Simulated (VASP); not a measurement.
# I (Cmce) in VASP: further runs

I is run at these levels: PBE; tasks: single point, relaxation of cell and atoms.

Program: VASP 6.6.1. These are calculated values, not measurements. Logs are shortened: lines on timing, memory, paths and dates and some standing lists are left out, and cuts for length are marked.

## (1) The cell of the first run

It takes space group Cmce (No. 64, orthorhombic). The conventional cell has a = 8.990 Å, b = 4.625 Å, c = 9.813 Å, α = 90.00°, β = 90.00°, γ = 90.00°. I (site symmetry m) has 3 I at 2.81 to 3.41 Å within 3.7 Å.

## (2) Single point, PBE

Input file INCAR:

```
PREC = Accurate ; ENCUT = 520
EDIFF = 1E-6 ; ISMEAR = -1
SIGMA = 0.05 ; LREAL = F
LASPH = T ; NELM = 100
ALGO = Normal ; ISIF = 2
LWAVE = F ; LCHARG = F
GGA = PE ; NBANDS = 22
```

Input file KPOINTS:

```
Automatic mesh
0
Gamma
  7 7 3
```

Input file POSCAR:

```
I
1.0
    4.4952165009     -2.3125807910      0.0000000000
    4.4952165009      2.3125807910      0.0000000000
    0.0000000000      0.0000000000      9.8131242545
I
4
Direct
    0.6596195233      0.3403804767      0.3780071023
    0.1596195233      0.8403804767      0.1219928977
    0.3403804767      0.6596195233      0.6219928977
    0.8403804767      0.1596195233      0.8780071023
```

Potentials or basis: VASP PAW PBE potentials, release 64 (I).

On the command line:

```
> cat potpaw_PBE.64/I/POTCAR > POTCAR
> mpirun -np 1 vasp_std > vasp.out
```

OUTCAR:

```text
PREC = Accurate
   ENCUT = 520
   EDIFF = 1E-6
   ISMEAR = -1
   LREAL = F
   LASPH = T
   NELM = 100
   ISIF = 2
   GGA = PE

 ion  position               nearest neighbor table
   1  0.660  0.340  0.378-   3 2.81   2 3.41   2 3.41
   2  0.160  0.840  0.122-   4 2.81   1 3.41   1 3.41
   3  0.340  0.660  0.622-   1 2.81   4 3.41   4 3.41
   4  0.840  0.160  0.878-   2 2.81   3 3.41   3 3.41

  LATTYP: Found a base centered orthorhombic cell.
 ALAT       =     4.6251615820
 B/A-ratio  =     1.9438094956
 C/A-ratio  =     2.1216824711

  Lattice vectors:

 A1 = (  -4.4952165009,  -2.3125807910,   0.0000000000)
 A2 = (   4.4952165009,  -2.3125807910,   0.0000000000)
 A3 = (   0.0000000000,   0.0000000000,   9.8131242545)

Analysis of symmetry for initial positions (statically):
=====================================================================
 Subroutine PRICEL returns:
 Original cell was already a primitive cell.

 Routine SETGRP: Setting up the symmetry group for a
 base centered orthorhombic supercell.

 Subroutine GETGRP returns: Found  8 space group operations
 (whereof  4 operations were pure point group operations)
 out of a pool of  8 trial point group operations.

The static configuration has the point symmetry C_2h.
 The point group associated with its full space group is D_2h.

Analysis of symmetry for dynamics (positions and initial velocities):
=====================================================================
 Subroutine PRICEL returns:
 Original cell was already a primitive cell.

 Routine SETGRP: Setting up the symmetry group for a
 base centered orthorhombic supercell.

 Subroutine GETGRP returns: Found  8 space group operations
 (whereof  4 operations were pure point group operations)
 out of a pool of  8 trial point group operations.

The dynamic configuration has the point symmetry C_2h.
 The point group associated with its full space group is D_2h.

 Subroutine INISYM returns: Found  8 space group operations
 (whereof  4 operations are pure point group operations),
 and found     1 'primitive' translations

----------------------------------------------------------------------------------------

                                     Primitive cell

  volume of cell :     204.0257

  direct lattice vectors                    reciprocal lattice vectors
     4.495216501 -2.312580791  0.000000000     0.111229348 -0.216208663  0.000000000
     4.495216501  2.312580791  0.000000000     0.111229348  0.216208663  0.000000000
     0.000000000  0.000000000  9.813124254     0.000000000  0.000000000  0.101904345

  length of vectors
     5.055195476  5.055195476  9.813124254     0.243142250  0.243142250  0.101904345

  position of ions in fractional coordinates (direct lattice)
     0.659619523  0.340380477  0.378007102
     0.159619523  0.840380477  0.121992898
     0.340380477  0.659619523  0.621992898
     0.840380477  0.159619523  0.878007102

  ion indices of the primitive-cell ions
   primitive index   ion index
                 1           1
                 2           2
                 3           3
                 4           4

----------------------------------------------------------------------------------------

 KPOINTS: Automatic mesh

Automatic generation of k-mesh.
 Grid dimensions read from file:
 generate k-points for:    7    7    3

 Generating k-lattice:

  Cartesian coordinates                     Fractional coordinates (reciprocal lattice)
     0.015889907 -0.030886952  0.000000000     0.142857143  0.000000000  0.000000000
     0.015889907  0.030886952  0.000000000     0.000000000  0.142857143  0.000000000
     0.000000000  0.000000000  0.033968115     0.000000000  0.000000000  0.333333333

  Length of vectors
     0.034734607  0.034734607  0.033968115

  Shift w.r.t. Gamma in fractional coordinates (k-lattice)
     0.000000000  0.000000000  0.000000000

 Subroutine IBZKPT returns following result:
 ===========================================

 Found     32 irreducible k-points:

 Following reciprocal coordinates:
            Coordinates               Weight
  0.000000  0.000000  0.000000      1.000000
  0.142857  0.000000  0.000000      4.000000
  0.285714  0.000000  0.000000      4.000000
  0.428571  0.000000  0.000000      4.000000
  0.142857  0.142857  0.000000      2.000000
  0.285714  0.142857  0.000000      4.000000
[... 16 lines left out ...]
  0.428571  0.142857  0.333333      8.000000
 -0.428571  0.142857  0.333333      8.000000
 [... further k-points ...]
   k-points           NKPTS =     32   k-points in BZ     NKDIM =     32   number of bands    NBANDS=     22
   number of dos      NEDOS =    301   number of ions     NIONS =      4
   total plane-waves  NPLWV = 128000
   dimension x,y,z NGX =    40 NGY =   40 NGZ =   80
   dimension x,y,z NGXF=    80 NGYF=   80 NGZF=  160
   ions per type =               4
   NGX,Y,Z   is equivalent  to a cutoff of  13.15, 13.15, 13.55 a.u.
   NGXF,Y,Z  is equivalent  to a cutoff of  26.31, 26.31, 27.11 a.u.
 SYSTEM =  unknown system
   PREC   = accura    normal or accurate (medium, high low for compatibility)
   ISTART =      0    job   : 0-new  1-cont  2-samecut
   ICHARG =      2    charge: 1-file 2-atom 10-const
   ISPIN  =      1    spin polarized calculation?
   LNONCOLLINEAR =      F non collinear calculations
   LSORBIT =      F    spin-orbit coupling
   LASPH  =      T    aspherical Exc in radial PAW
   ENCUT  =  520.0 eV  38.22 Ry    6.18 a.u.   9.40  9.40 18.25*2*pi/ulx,y,z
   NELM   =    100;   NELMIN=  2; NELMDL= -5     # of ELM steps
   EDIFF  = 0.1E-05   stopping-criterion for ELM
   LREAL  =      F    real-space projection
   EDIFFG = 0.1E-04   stopping-criterion for IOM
   NSW    =      0    number of steps for IOM
   IBRION =     -1    ionic relax: 0-MD 1-quasi-New 2-CG
   NFREE  =      0    steps in history (QN), initial steepest desc. (CG)
   ISIF   =      2    stress and relaxation
   ISYM   =      2    0-nonsym 1-usesym 2-fastsym
   POTIM  = 0.5000    time-step for ionic-motion
   TEBEG  =    0.0;   TEEND  =   0.0 temperature during run
   PSTRESS=    0.0 pullay stress
   NELECT =      28.0000    total number of electrons
   NUPDOWN=      -1.0000    fix difference up-down
   EMIN   =  10.00;   EMAX   =-10.00  energy-range for DOS
   EFERMI =   0.00;   METHOD = LEGACY
   ISMEAR =    -1;   SIGMA  =   0.05  broadening in eV -4-tet -1-fermi 0-gaus
   EFERMI_NEDOS =   21; number of points for ismear=-14 and -15
   IALGO  =     38    algorithm
   IMIX   =      4    mixing-type and parameters
     AMIX     =   0.40;   BMIX     =  1.00
     AMIX_MAG =   1.60;   BMIX_MAG =  1.00
  volume/ion in A,a.u.               =      51.01       344.21
  Fermi-wavevector in a.u.,A,eV,Ry     =   0.844434  1.595750  9.701898  0.713069
  Thomas-Fermi vector in A             =   1.959462
   LORBIT       =      0    0 simple, 1 ext, 2 COOP (PROOUT), +10 PAW based schemes
   GGA     = PE    functional components
   LHFCALC =     F    Hartree Fock is set to
   AEXX    =    0.0000 exact exchange contribution
   IVDW    =     0    specifies the selected vdW correction
   LEPSILON=     F    determine dielectric tensor
   LRPA    =     F    only Hartree local field effects (RPA)
 non-spin polarized calculation
  energy-cutoff  :      520.00
  volume of cell :      204.03
 maximum number of plane-waves:      5529
 NGX is ok and might be reduce to    40
   NGX = 19   NGY = 19   NGZ = 37

 number of electron      27.9999999 magnetization

 Free energy of the ion-electron system (eV)
  ---------------------------------------------------
  ext. energy  EPLUGINS =         0.00000000
  ---------------------------------------------------
  free energy    TOTEN  =        -6.09336730 eV

  energy without entropy =       -6.09336192  energy(sigma->0) =       -6.09336461

 E-fermi :   1.5823     XC(G=0):  -7.1403

 val. band max:        1.0878293014   @ k =   0.0000   0.0000   0.0000
 cond. band min:       2.1330100103   @ k =   0.1429   0.0000   0.0000
 fundamental gap:      1.0451807089
 Fermi energy:         1.5822672632

 k-point     1 :       0.0000    0.0000    0.0000
  band No.  band energies     occupation
      1     -12.1254      2.00000
      2     -11.4795      2.00000
      3     -10.5967      2.00000
      4      -9.4774      2.00000
      5      -3.1705      2.00000
      6      -1.9110      2.00000
[... 14 lines left out ...]
     21       8.5357      0.00000
     22       8.8070      0.00000

 k-point     2 :       0.1429    0.0000    0.0000
  band No.  band energies     occupation
      1     -12.0651      2.00000
      2     -11.4725      2.00000
      3     -10.5512      2.00000
      4      -9.5529      2.00000
      5      -3.1714      2.00000
      6      -2.1232      2.00000
[... 14 lines left out ...]
     21       8.3453      0.00000
     22       8.6443      0.00000

 k-point     3 :       0.2857    0.0000    0.0000
  band No.  band energies     occupation
      1     -11.9038      2.00000
      2     -11.4754      2.00000
      3     -10.4247      2.00000
      4      -9.7518      2.00000
      5      -3.2319      2.00000
      6      -2.6977      2.00000
[... 14 lines left out ...]
     21       8.4757      0.00000
     22       8.5734      0.00000
[... 476 lines left out ...]
 k-point    23 :       0.4286    0.1429    0.3333
  band No.  band energies     occupation
      1     -11.8032      2.00000
      2     -11.6040      2.00000
      3     -10.2122      2.00000
      4      -9.8957      2.00000
      5      -3.0935      2.00000
      6      -2.7727      2.00000
[... 14 lines left out ...]
     21       8.2130      0.00000
     22       8.6273      0.00000

 k-point    24 :      -0.4286    0.1429    0.3333
  band No.  band energies     occupation
      1     -11.6555      2.00000
      2     -11.5833      2.00000
      3     -10.1690      2.00000
      4     -10.0630      2.00000
      5      -3.1272      2.00000
      6      -2.9876      2.00000
[... 14 lines left out ...]
     21       9.0646      0.00000
     22       9.4216      0.00000

 [... further k-points ...]

------------------------ aborting loop because EDIFF is reached ----------------------------------------

  FORCE on cell =-STRESS in cart. coord.  units (eV):
  Direction    XX          YY          ZZ          XY          YZ          ZX
  --------------------------------------------------------------------------------------
  -------------------------------------------------------------------------------------
  Total        0.0200971     -0.0437390     -0.0795585      0.0000000      0.0000000      0.0000000
  in kB        0.1578190     -0.3434747     -0.6247587      0.0000000      0.0000000      0.0000000
  external PRESSURE =      -0.2701381 kB  Pullay stress =       0.0000000 kB

 VOLUME and BASIS-vectors are now :
 -----------------------------------------------------------------------------
  energy-cutoff  :      520.00
  volume of cell :      204.03
      direct lattice vectors                 reciprocal lattice vectors
     4.495216501 -2.312580791  0.000000000     0.111229348 -0.216208663  0.000000000
     4.495216501  2.312580791  0.000000000     0.111229348  0.216208663  0.000000000
     0.000000000  0.000000000  9.813124254     0.000000000  0.000000000  0.101904345

 POSITION                                       TOTAL-FORCE (eV/Angst)
 -----------------------------------------------------------------------------------
      4.49522     -0.73827      3.70943         0.000000      0.008877      0.013358
      4.49522      1.57431      1.19713         0.000000      0.008877     -0.013358
      4.49522      0.73827      6.10369         0.000000     -0.008877     -0.013358
      4.49522     -1.57431      8.61599         0.000000     -0.008877      0.013358
 -----------------------------------------------------------------------------------
    total drift:                                0.000000     -0.000000     -0.000000

  FREE ENERGIE OF THE ION-ELECTRON SYSTEM (eV)
  ---------------------------------------------------
  free  energy   TOTEN  =        -6.0933673042 eV

  energy  without entropy=       -6.0933619157  energy(sigma->0) =       -6.09336461
```

Run time: 2.8 min. Hardware: 1 thread of Oxide Virtual Turin-like, shared host; peak memory 0.35 GiB.

Results:

- Free energy: -6.0934 eV
- Pressure: 0.0 GPa
- Largest force: 0.016 eV/Å
- Band gap on the k mesh: 1.05 eV (least direct gap 1.09 eV)

Forces on the atoms (eV/Å):
```
I    0.000  0.009  0.013
I    0.000  0.009 -0.013
I    0.000 -0.009 -0.013
I    0.000 -0.009  0.013
```

Caveat: spin-orbit coupling is left out, which moves the levels of the heavy elements. Expect the measured gap to be larger: semilocal functionals such as PBE lack the derivative discontinuity.

## (3) Relaxation of cell and atoms, PBE

This run uses another cell than the first one, of 42.63 Å³/atom.

Input file INCAR:

```
SYSTEM = I
PREC = Accurate
ENCUT = 600
EDIFF = 1E-6
ISMEAR = -1
SIGMA = 0.05
LREAL = .False.
LASPH = .True.
NELM = 60
ALGO = Normal
ISIF = 3
LWAVE = .False.
LCHARG = .False.
GGA = PE
IBRION = 2
NSW = 60
EDIFFG = -0.01
```

Input file KPOINTS:

```
regular mesh
0
Gamma
  7 7 3
  0 0 0
```

Input file POSCAR:

```
I
1.0
    3.6350350000     -2.3950200000      0.0000000000
    3.6350350000      2.3950200000      0.0000000000
    0.0000000000      0.0000000000      9.7934400000
I
4
Direct
    0.6493000000      0.3507000000      0.3844000000
    0.1493000000      0.8507000000      0.1156000000
    0.3507000000      0.6493000000      0.6156000000
    0.8507000000      0.1493000000      0.8844000000
```

Potentials or basis: VASP PAW PBE potentials, release 64 (I).

On the command line:

```
> cat potpaw_PBE.64/I/POTCAR > POTCAR
> mpirun -np 1 vasp_std > vasp.out
```

It took 22 min on 1 thread of Oxide Virtual Turin-like, shared host; peak memory 0.34 GiB.

The run converged. Its results:

| Item | Value |
| --- | --- |
| Free energy | -6.0924 eV |
| Relaxed volume | 51.35 Å³/atom |
| Relaxed cell | a = 5.086 Å, b = 5.086 Å, c = 9.789 Å, α = 90.00°, β = 90.00°, γ = 54.20° |
| Space group after relaxing (to 0.1 Å) | Cmce (No. 64) |
| Energy gained by relaxing | 50.9 meV/atom |
| Ionic steps | 17 |
| Pressure after relaxing | 0.0 GPa |
| Largest force after relaxing | 0.006 eV/Å |
| Band gap on the k mesh | 1.06 eV (least direct gap 1.11 eV) |

Forces on the atoms (eV/Å):
```
I    0.000  0.005  0.004
I    0.000  0.005 -0.004
I    0.000 -0.005 -0.004
I    0.000 -0.005  0.004
```

Step by step:
| step | energy change (eV) | largest force (eV/Å) | pressure (GPa) | volume (Å³) |
| --- | --- | --- | --- | --- |
| 1 | 0.0000 | 0.8438 | 1.74 | 170.52 |
| 2 | -0.0409 | 0.2820 | -1.03 | 182.21 |
| 3 | -0.0758 | 0.1372 | -0.05 | 177.14 |
| 4 | -0.1047 | 0.1176 | -0.03 | 178.24 |
| 5 | -0.1602 | 0.0612 | 0.20 | 181.27 |
| 6 | -0.0981 | 0.3673 | 1.38 | 186.22 |
| 7 | -0.1687 | 0.0893 | 0.42 | 182.64 |
| 8 | -0.1748 | 0.1941 | -0.28 | 189.22 |
| 9 | -0.1762 | 0.1371 | -0.08 | 187.15 |
| 10 | -0.1874 | 0.1044 | -0.08 | 191.04 |
| 11 | -0.2016 | 0.0187 | -0.05 | 200.73 |
| 12 | -0.2030 | 0.0143 | -0.03 | 204.22 |
| 13 | -0.2031 | 0.0257 | -0.02 | 205.43 |
| 14 | -0.2035 | 0.0103 | 0.02 | 205.26 |
| 15 | -0.2035 | 0.0066 | 0.03 | 205.22 |
| 16 | -0.2032 | 0.0423 | -0.09 | 205.91 |
| 17 | -0.2035 | 0.0065 | -0.01 | 205.40 |

Final structure:
```xyz
4
Lattice="4.5280 -2.3169 0.0000 4.5280 2.3169 0.0000 0.0000 0.0000 9.7893" Properties=species:S:1:pos:R:3 pbc="T T T"
I     4.5280   -0.7423    3.7010
I     4.5280    1.5746    1.1937
I     4.5280    0.7423    6.0884
I     4.5280   -1.5746    8.5956
```

Levels at points of the mesh, in eV from the valence-band top:
```csv
k point,band 11,band 12,band 13,band 14,band 15,band 16,band 17,band 18
"(0.00, 0.00, 0.00)",-1.30,-0.78,-0.59,0.00,1.11,1.86,4.63,5.22
```

Caveat: the volume moved by over 15 % at a fixed basis, so the end points are rough; this functional lacks dispersion, which holds the molecules together, so the pressure and a relaxed volume are unreliable; spin-orbit coupling is left out, which moves the levels of the heavy elements. PBE usually gives volumes a little too large and moduli too small.
